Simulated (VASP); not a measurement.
**SiMo3: relaxation of cell and atoms with PBE**

SiMo3:

```
Si Mo
1.0
     4.91593    0.00000    0.00000
     0.00000    4.91593    0.00000
     0.00000    0.00000    4.91593
Si Mo
2 6
Direct
  0.50000 0.50000 0.50000
  0.00000 0.00000 0.00000
  0.00000 0.50000 0.75000
  0.00000 0.50000 0.25000
  0.50000 0.25000 0.00000
  0.50000 0.75000 0.00000
  0.25000 0.00000 0.50000
  0.75000 0.00000 0.50000
```

```yaml
Program: VASP 6.6.1
Task: relaxation of cell and atoms
Functional: PBE
Potentials_or_basis: VASP PAW PBE potentials, release 64 (Si, Mo_sv)
Cutoff: 500 eV
k_mesh: 3 × 3 × 3
Occupations: gaussian, width 0.2 eV
Spin: no spin polarisation
Dipole_correction: no
Further_INCAR_settings: ALGO = Normal; EDIFF = 1e-07; IBRION = 2; EDIFFG = -0.08; NSW = 36; ISIF = 3
```

```yaml
Relaxed_volume: 14.74 Å³/atom
Relaxed_cell: a = 4.904 Å, b = 4.904 Å, c = 4.904 Å, α = 90.00°, β = 90.00°, γ = 90.00°
Space_group_after_relaxing_to_0.05_Å: Pm-3n (No. 223)
Energy_gained_by_relaxing: 0.6 meV/atom
Ionic_steps: 3
Pressure_after_relaxing: 0.0 GPa
Band_gap_on_the_k_mesh: zero (band 46 reaches 13.87 eV, above the bottom of band 47 at 12.72 eV)
```

Step by step:
| step | energy change (eV) | largest force (eV/Å) | pressure (GPa) | volume (Å³) |
| --- | --- | --- | --- | --- |
| 1 | 0.0000 | 0.0000 | -1.79 | 118.80 |
| 2 | 0.0211 | 0.0000 | 4.30 | 115.97 |
| 3 | -0.0049 | 0.0000 | -0.01 | 117.93 |

Final structure:
```
Si Mo
1.0
     4.90396    0.00000    0.00000
     0.00000    4.90396    0.00000
     0.00000    0.00000    4.90396
Si Mo
2 6
Direct
  0.50000 0.50000 0.50000
  0.00000 0.00000 0.00000
  0.00000 0.50000 0.75000
  0.00000 0.50000 0.25000
  0.50000 0.25000 0.00000
  0.50000 0.75000 0.00000
  0.25000 0.00000 0.50000
  0.75000 0.00000 0.50000
```

Levels at points of the mesh, in eV from the Fermi level:
```csv
k point,band 43,band 44,band 45,band 46,band 47,band 48
"(0.00, 0.00, 0.00)",-1.63,-1.63,1.16,1.16,1.16,1.91
```

Run time: 65 s on 1 thread of Intel(R) Xeon(R) Platinum 8488C (Sapphire Rapids) (shared host), peak memory 0.21 GiB.

Caveat: the k points lie up to 0.43 Å⁻¹ apart in the final cell.
